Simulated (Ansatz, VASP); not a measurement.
## Two plane-wave programs on RbReB2

```
CELL_PARAMETERS angstrom
3.77211 0.00000 0.00000
0.00000 3.77211 0.00000
0.00000 0.00000 7.14201
ATOMIC_POSITIONS crystal
Rb 0.00000 0.00000 0.46323
Re 0.00000 0.00000 0.96263
B 0.00000 0.50000 0.86612
B 0.50000 0.00000 0.86612
```

Alike in both runs: functional PBE; k mesh 4 × 4 × 4; occupations gaussian, width 0.1 eV; no spin polarisation.

Ansatz relaxed the structure, and its values are those at the end. VASP's run is a single point on that final structure, the one shown.

|  | VASP | Ansatz |
| --- | --- | --- |
| version | VASP 6.6.1 | Ansatz 0.2.0 |
| potentials or method | VASP PAW PBE potentials, release 64 (Rb_sv, Re_sv_GW, B), cutoff 560 eV | scalar-relativistic, plane waves, PAW |
| valence electrons in the cell | 30 | 30 |

```csv
,VASP,Ansatz,Ansatz less VASP
gap on the k mesh at the Fermi level (eV),none,none,-
pressure (GPa),-0.2,0.0,+0.19
```

A gap of «none» marks a metal or a gap that the smearing closes. The functional is the same, so the differences come from potentials, cutoffs and numerics.

The k mesh is coarse, so the values compare programs but aren't converged. Spin-orbit coupling is off throughout.
